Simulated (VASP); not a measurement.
# ZnO in VASP: notebook, part 2 of 2

VASP 6.6.1. Earlier steps stand in the parts before.

### Step 4. Single point, PBE+D3(BJ)

Contents of INCAR:

```
SYSTEM = ZnO
  PREC = Accurate
  ENCUT = 520
  EDIFF = 1E-6
  ISMEAR = -1
  SIGMA = 0.02
  LREAL = .False.
  LASPH = .True.
  NELM = 100
  ALGO = Normal
  ISIF = 2
  LWAVE = .False.
  LCHARG = .True.
  GGA = PE
  IVDW = 12
  LELF = .True.
  LVHAR = .True.
  NBANDS = 66
```

Contents of KPOINTS:

```
regular mesh
0
Gamma
  2 2 1
  0 0 0
```

Contents of POSCAR:

```
ZnO
1.0
    5.5339020000      0.0000000000      0.0000000000
   -2.7669510000      5.3469200000      0.0000000000
    0.0000000000      0.0000000000     17.3926410000
Zn O
6 6
Direct
    0.3333271894      0.0000000000      0.0574955810
    0.5721282560      0.6498133505      0.0753019625
    0.9940380882      0.0204229725      0.2042760499
    0.9506122235      0.4539996858      0.0997088366
    0.5684221866      0.1320199292      0.2325926235
    0.3201146491      0.5137724148      0.2416481775
    0.2815303817      0.6798680362      0.0360439797
    0.5893943751      0.3406821123      0.0603473619
    0.9430448483      0.8580266770      0.1086551490
    0.9208087541      0.3413740995      0.2026029284
    0.6347689828      0.8134402609      0.2331158333
    0.3017962766      0.1963934377      0.2700279963
```

Potentials or basis: VASP PAW PBE potentials, release 64 (Zn, O).

Started as:

```
$ cat potpaw_PBE.64/Zn/POTCAR potpaw_PBE.64/O/POTCAR > POTCAR
$ mpirun -np 1 vasp_std > vasp.out
```

OUTCAR:

```text
SYSTEM = ZnO
   PREC = Accurate
   ENCUT = 520
   EDIFF = 1E-6
   ISMEAR = -1
   LREAL = .False.
   LASPH = .True.
   NELM = 100
   ISIF = 2
   GGA = PE
   IVDW = 12
 IVDW          = 12

 ion  position               nearest neighbor table
   1  0.333  0.000  0.057-   7 1.85   8 1.88   9 2.12   2 2.97
   2  0.572  0.650  0.075-   7 1.83   8 1.92   9 1.94   4 2.87   1 2.97
   3  0.994  0.020  0.204-  11 1.87   9 1.88  12 1.92  10 2.15   6 2.75   5 2.77   5 2.97
   4  0.951  0.454  0.100-  10 1.89   8 1.92   7 2.03   9 2.46   2 2.87
   5  0.568  0.132  0.233-  12 1.81  10 1.85  11 2.11   3 2.77   3 2.97
   6  0.320  0.514  0.242-  11 1.85  12 1.93  10 2.08   3 2.75
   7  0.282  0.680  0.036-   2 1.83   1 1.85   4 2.03
   8  0.589  0.341  0.060-   1 1.88   4 1.92   2 1.92
   9  0.943  0.858  0.109-   3 1.88   2 1.94   1 2.12   4 2.46
  10  0.921  0.341  0.203-   5 1.85   4 1.89   6 2.08   3 2.15
  11  0.635  0.813  0.233-   6 1.85   3 1.87   5 2.11
  12  0.302  0.196  0.270-   5 1.81   3 1.92   6 1.93

  LATTYP: Found a base centered orthorhombic cell.
 ALAT       =     5.5339020000
 B/A-ratio  =     1.9324230895
 C/A-ratio  =     3.1429253716

  Lattice vectors:

 A1 = (   2.7669510000,  -5.3469200000,   0.0000000000)
 A2 = (   2.7669510000,   5.3469200000,   0.0000000000)
 A3 = (   0.0000000000,   0.0000000000,  17.3926410000)

Analysis of symmetry for initial positions (statically):
=====================================================================
 Subroutine PRICEL returns:
 Original cell was already a primitive cell.

 Routine SETGRP: Setting up the symmetry group for a
 base centered orthorhombic supercell.

 Subroutine GETGRP returns: Found  1 space group operations
 (whereof  1 operations were pure point group operations)
 out of a pool of  8 trial point group operations.

The static configuration has the point symmetry C_1 .

Analysis of symmetry for dynamics (positions and initial velocities):
=====================================================================
 Subroutine PRICEL returns:
 Original cell was already a primitive cell.

 Routine SETGRP: Setting up the symmetry group for a
 base centered orthorhombic supercell.

 Subroutine GETGRP returns: Found  1 space group operations
 (whereof  1 operations were pure point group operations)
 out of a pool of  8 trial point group operations.

The dynamic configuration has the point symmetry C_1 .

 Subroutine INISYM returns: Found  1 space group operations
 (whereof  1 operations are pure point group operations),
 and found     1 'primitive' translations

----------------------------------------------------------------------------------------

                                     Primitive cell

  volume of cell :     514.6366

  direct lattice vectors                    reciprocal lattice vectors
     5.533902000  0.000000000  0.000000000     0.180704320  0.093511779  0.000000000
    -2.766951000  5.346920000  0.000000000     0.000000000  0.187023557  0.000000000
     0.000000000  0.000000000 17.392641000     0.000000000  0.000000000  0.057495581

  length of vectors
[... 61 lines left out ...]
  0.500000  0.500000  0.000000      1.000000
  0.000000  0.500000  0.000000      1.000000
   k-points           NKPTS =      4   k-points in BZ     NKDIM =      4   number of bands    NBANDS=     66
   number of dos      NEDOS =    301   number of ions     NIONS =     12
   total plane-waves  NPLWV = 282240
   dimension x,y,z NGX =    42 NGY =   48 NGZ =  140
   dimension x,y,z NGXF=    84 NGYF=   96 NGZF=  280
   ions per type =               6   6
   NGX,Y,Z   is equivalent  to a cutoff of  12.62, 13.25, 13.38 a.u.
   NGXF,Y,Z  is equivalent  to a cutoff of  25.23, 26.51, 26.76 a.u.
 SYSTEM =  ZnO
   PREC   = accura    normal or accurate (medium, high low for compatibility)
   ISTART =      0    job   : 0-new  1-cont  2-samecut
   ICHARG =      2    charge: 1-file 2-atom 10-const
   ISPIN  =      1    spin polarized calculation?
   LNONCOLLINEAR =      F non collinear calculations
   LSORBIT =      F    spin-orbit coupling
   LASPH  =      T    aspherical Exc in radial PAW
   ENCUT  =  520.0 eV  38.22 Ry    6.18 a.u.  10.29 11.19 32.34*2*pi/ulx,y,z
   NELM   =    100;   NELMIN=  2; NELMDL= -5     # of ELM steps
   EDIFF  = 0.1E-05   stopping-criterion for ELM
   LREAL  =      F    real-space projection
   EDIFFG = 0.1E-04   stopping-criterion for IOM
   NSW    =      0    number of steps for IOM
   IBRION =     -1    ionic relax: 0-MD 1-quasi-New 2-CG
   NFREE  =      0    steps in history (QN), initial steepest desc. (CG)
   ISIF   =      2    stress and relaxation
   ISYM   =      2    0-nonsym 1-usesym 2-fastsym
   POTIM  = 0.5000    time-step for ionic-motion
   TEBEG  =    0.0;   TEEND  =   0.0 temperature during run
   PSTRESS=    0.0 pullay stress
   NELECT =     108.0000    total number of electrons
   NUPDOWN=      -1.0000    fix difference up-down
   EMIN   =  10.00;   EMAX   =-10.00  energy-range for DOS
   EFERMI =   0.00;   METHOD = LEGACY
   ISMEAR =    -1;   SIGMA  =   0.02  broadening in eV -4-tet -1-fermi 0-gaus
   EFERMI_NEDOS =   21; number of points for ismear=-14 and -15
   IALGO  =     38    algorithm
   IMIX   =      4    mixing-type and parameters
     AMIX     =   0.40;   BMIX     =  1.00
     AMIX_MAG =   1.60;   BMIX_MAG =  1.00
  volume/ion in A,a.u.               =      42.89       289.41
  Fermi-wavevector in a.u.,A,eV,Ry     =   0.972857  1.838434 12.877255  0.946452
  Thomas-Fermi vector in A             =   2.103190
   LORBIT       =      0    0 simple, 1 ext, 2 COOP (PROOUT), +10 PAW based schemes
   GGA     = PE    functional components
   LHFCALC =     F    Hartree Fock is set to
   AEXX    =    0.0000 exact exchange contribution
   IVDW    =    12    specifies the selected vdW correction
   LEPSILON=     F    determine dielectric tensor
   LRPA    =     F    only Hartree local field effects (RPA)
 non-spin polarized calculation
  energy-cutoff  :      520.00
  volume of cell :      514.64
 maximum number of plane-waves:     13886
 NGX is ok and might be reduce to    42
   NGX = 21   NGY = 23   NGZ = 65

 number of electron     108.0000030 magnetization

 Free energy of the ion-electron system (eV)
  ---------------------------------------------------
  ext. energy  EPLUGINS =         0.00000000
  ---------------------------------------------------
  free energy    TOTEN  =       -49.13281419 eV

  energy without entropy =      -49.13281419  energy(sigma->0) =      -49.13281419

 E-fermi :  -3.4343     XC(G=0):  -3.8534

 val. band max:       -3.9099327677   @ k =   0.5000   0.0000   0.0000
 cond. band min:      -2.5395953211   @ k =   0.0000   0.0000   0.0000
 fundamental gap:      1.3703374466
 Fermi energy:        -3.4343153233

 k-point     1 :       0.0000    0.0000    0.0000
  band No.  band energies     occupation
      1     -21.7306      2.00000
      2     -21.2707      2.00000
      3     -21.1345      2.00000
      4     -20.7648      2.00000
      5     -20.6779      2.00000
      6     -20.2198      2.00000
[... 265 lines left out ...]
     65       3.3374      0.00000
     66       3.4369      0.00000

------------------------ aborting loop because EDIFF is reached ----------------------------------------

 Edisp (eV)   -1.50188

 E8    (eV) :    -0.5964

  FORCE on cell =-STRESS in cart. coord.  units (eV):
  Direction    XX          YY          ZZ          XY          YZ          ZX
  --------------------------------------------------------------------------------------
  -------------------------------------------------------------------------------------
  Total       4.38528    -2.28301     2.43328    -1.15804    -0.09807    -1.23640
  in kB      13.65234    -7.10752     7.57533    -3.60525    -0.30533    -3.84920
  external pressure =        4.71 kB  Pullay stress =        0.00 kB

 VOLUME and BASIS-vectors are now :
 -----------------------------------------------------------------------------
  energy-cutoff  :      520.00
  volume of cell :      514.64
      direct lattice vectors                 reciprocal lattice vectors
     5.533902000  0.000000000  0.000000000     0.180704320  0.093511779  0.000000000
    -2.766951000  5.346920000  0.000000000     0.000000000  0.187023557  0.000000000
     0.000000000  0.000000000 17.392641000     0.000000000  0.000000000  0.057495581

 POSITION                                       TOTAL-FORCE (eV/Angst)
 -----------------------------------------------------------------------------------
      1.84460      0.00000      1.00000        -0.894383      0.621803      0.275856
      1.36810      3.47450      1.30970         0.900383      0.386668      0.180151
      5.44440      0.10920      3.55290         0.659926     -0.129560     -0.057912
      4.00440      2.42750      1.73420         0.058749      1.277388     -0.861326
      2.78030      0.70590      4.04540         0.356109     -1.149233      0.486356
      0.34990      2.74710      4.20290         0.051180      0.103748      0.097827
     -0.32320      3.63520      0.62690        -0.531983     -0.905222      0.243079
      2.31900      1.82160      1.04960        -0.213076     -1.157978     -0.014219
      2.84460      4.58780      1.88980         1.008935      0.119002     -1.233517
      4.15110      1.82530      3.52380         1.819880      1.067204      0.128720
      1.26200      4.34940      4.05450        -2.674799     -0.199856      0.628878
      1.12670      1.05010      4.69650        -0.540922     -0.033964      0.126107
 -----------------------------------------------------------------------------------
    total drift:                                0.001992      0.000665     -0.001118

  FREE ENERGIE OF THE ION-ELECTRON SYSTEM (eV)
  ---------------------------------------------------
  free  energy   TOTEN  =       -50.6346949723 eV

  energy  without entropy=      -50.6346949723  energy(sigma->0) =      -50.63469497
```

It took 4.5 min on 1 thread of Intel Xeon Platinum 8488C (Sapphire Rapids), shared host; peak memory 0.65 GiB.

Results:

| Property | Result |
| --- | --- |
| Free energy | -50.6347 eV |
| Largest force | 2.755 eV/Å |
| Band gap on the k mesh | 1.37 eV (least direct gap 1.46 eV) |
| Dispersion energy per atom | -0.125 eV |

Forces in eV/Å, atoms in the order of the input:
```
Zn  -0.894  0.622  0.276
Zn   0.900  0.387  0.180
Zn   0.660 -0.130 -0.058
Zn   0.059  1.277 -0.861
Zn   0.356 -1.149  0.486
Zn   0.051  0.104  0.098
O   -0.532 -0.905  0.243
O   -0.213 -1.158 -0.014
O    1.009  0.119 -1.234
O    1.820  1.067  0.129
O   -2.675 -0.200  0.629
O   -0.541 -0.034  0.126
```

Levels at points of the mesh, in eV from the valence-band top:
| k point | band 50 | band 51 | band 52 | band 53 | band 54 | band 55 | band 56 | band 57 | band 58 | band 59 |
| --- | --- | --- | --- | --- | --- | --- | --- | --- | --- | --- |
| (0.00, 0.00, 0.00) | -0.74 | -0.69 | -0.53 | -0.42 | -0.09 | 1.37 | 3.19 | 4.61 | 4.77 | 5.80 |
| (0.50, 0.00, 0.00) | -0.73 | -0.48 | -0.39 | -0.27 | 0.00 | 3.26 | 3.91 | 4.08 | 4.60 | 5.26 |
| (0.50, 0.50, 0.00) | -0.96 | -0.83 | -0.53 | -0.52 | -0.13 | 3.12 | 3.48 | 4.49 | 4.82 | 5.03 |
| (0.00, 0.50, 0.00) | -0.95 | -0.76 | -0.60 | -0.44 | -0.09 | 3.10 | 3.25 | 4.54 | 4.72 | 5.17 |

Caveat: the k points lie up to 0.64 Å⁻¹ apart.

### Step 5. Overview

```tsv
cell	gap on the mesh (eV)	largest force (eV/Å)
as given, atomic positions A	1.38	3.32
as given, atomic positions B	1.47	1.89
as given, atomic positions C	1.37	2.75
```

Alike in all rows: task single point; level PBE+D3(BJ); potentials or basis VASP PAW PBE potentials, release 64 (Zn, O); no spin polarisation; k mesh 2 × 2 × 1; cutoff (eV) 520; smearing fermi-dirac 0.02 eV.

Caveats: all runs use coarse meshes.

Total energies depend on the potentials used, so only differences within one code and one set of settings carry meaning.
